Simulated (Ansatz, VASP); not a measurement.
**One calculation of NaI, two programs**

Contents of POSCAR:

```
NaI
1.0
    4.0405366006      0.0000000000      0.0000000000
    0.0000000000      4.0405366006      0.0000000000
    0.0000000000      0.0000000000      4.0405366006
Na I
1 1
Direct
    0.0000000000      0.0000000000      0.0000000000
    0.5000000000      0.5000000000      0.5000000000
```

The input INCAR.step1:

```
ALGO     = Normal         # electronic algorithm
EDIFF    = 1E-5           # SCF threshold, eV
ENCUT    = 520            # plane-wave cutoff, eV
GGA      = PE             # functional
ISIF     = 2              # what is computed and relaxed
ISMEAR   = 0              # smearing method
LASPH    = True           # aspherical terms in the spheres
LREAL    = False          # projectors in reciprocal space
LWAVE    = True           # write WAVECAR
NBANDS   = 14             # bands
NELM     = 60             # most SCF steps
PREC     = Accurate       # precision mode
SIGMA    = 0.01           # smearing width, eV
```

File INCAR.step2:

```
AEXX     = 1.0            # exact-exchange fraction
AGGAC    = 0.0          
ALDAC    = 0.0          
ALGO     = Normal         # electronic algorithm
EDIFF    = 1E-6           # SCF threshold, eV
ENCUT    = 520            # plane-wave cutoff, eV
GGA      = PE             # functional
ISIF     = 2              # what is computed and relaxed
ISMEAR   = 0              # smearing method
ISTART   = 1            
LASPH    = True           # aspherical terms in the spheres
LCHARG   = True           # write CHGCAR
LELF     = True           # ELF
LHFCALC  = True           # exact exchange
LREAL    = False          # projectors in reciprocal space
LVHAR    = True         
LWAVE    = False          # write WAVECAR
NBANDS   = 14             # bands
NELM     = 60             # most SCF steps
PREC     = Accurate       # precision mode
PRECFOCK = Normal       
SIGMA    = 0.01           # smearing width, eV
```

Contents of KPOINTS:

```
k-points
0
Gamma
  4 4 4
```

Input for Ansatz:

```yaml
crystal:
  lattice:
    - [4.0405366006, 0.0, 0.0]
    - [0.0, 4.0405366006, 0.0]
    - [0.0, 0.0, 4.0405366006]
  atoms:
    - { symbol: Na, position: [0.0, 0.0, 0.0] }
    - { symbol: I, position: [0.5, 0.5, 0.5] }
kpoints:
  mp_grid: { grid: [4, 4, 4] }
  band_path:
    path:
      - [0.0, 0.0, 0.0]
      - [0.0, 0.5, 0.0]
      - [0.5, 0.5, 0.0]
      - [0.5, 0.5, 0.5]
      - [0.0, 0.5, 0.5]
    npoints: 1
hamiltonian:
  xc: hf
scf:
  occupations: { method: fixed }
  n_extra_bands: 4
output:
  forces: true
  stress: true
  eigenvalues: true
```

Alike in both runs: task single point; functional HF; k mesh 4 × 4 × 4; no spin polarisation.

```csv
,VASP,Ansatz
version,VASP 6.6.1,Ansatz 0.2.0
potentials or method,"VASP PAW PBE potentials, release 64 (Na_pv, I)","plane waves, PAW"
plane-wave cutoff (eV),520,420
occupations,"gaussian, width 0.01 eV",fixed
valence electrons in the cell,14,26
```

|  | VASP | Ansatz | Ansatz less VASP |
| --- | --- | --- | --- |
| gap on the k mesh at the Fermi level (eV) | 9.26 | 9.19 | -0.071 |
| pressure (GPa) | 2.2 | 2.5 | +0.34 |

VASP's potentials were made for PBE, not for HF. VASP's potentials hold 14 valence electrons a cell and Ansatz's 26, so a difference there can come from the potentials and not from the codes. Ansatz's warnings: stress exchange threshold loose, stress scf threshold loose.

Neither program's run includes spin-orbit coupling.
